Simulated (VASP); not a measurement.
Runs of VASP 6.6.1 on SrTiO3. The structure is that of space group Pm-3m (No. 221), or close to it. The cells are those of the table. 

```tsv
level	cell	gap on the mesh (eV)	pressure (GPa)
r2SCAN	a = 3.907 Å, 5 atoms	2.27	0.9
PBE	a = 3.907 Å, 5 atoms	1.85	4.7
PBE	a = 3.897 Å, 5 atoms	(b)	6.2
PBE	a = 3.856 Å, 5 atoms	1.92	12.8
r2SCAN	a = 3.867 Å, 5 atoms	(a)	7.2
```

Alike in all rows: task single point; potentials or basis VASP PAW PBE potentials, release 64 (Sr_sv, Ti_sv, O); no spin polarisation; k mesh 6 × 6 × 6; cutoff (eV) 520; smearing gaussian 0.01 eV.

Question: Estimate the missing entries.

Answer: (a) 2.34; (b) 1.87.

Caveats: the cell stands under pressure (at least some runs); the PAW data sets were made with another functional, which shifts forces and pressure a little (at least some runs).

A k mesh can miss the band edges, and the runs leave out spin-orbit coupling on Sr.
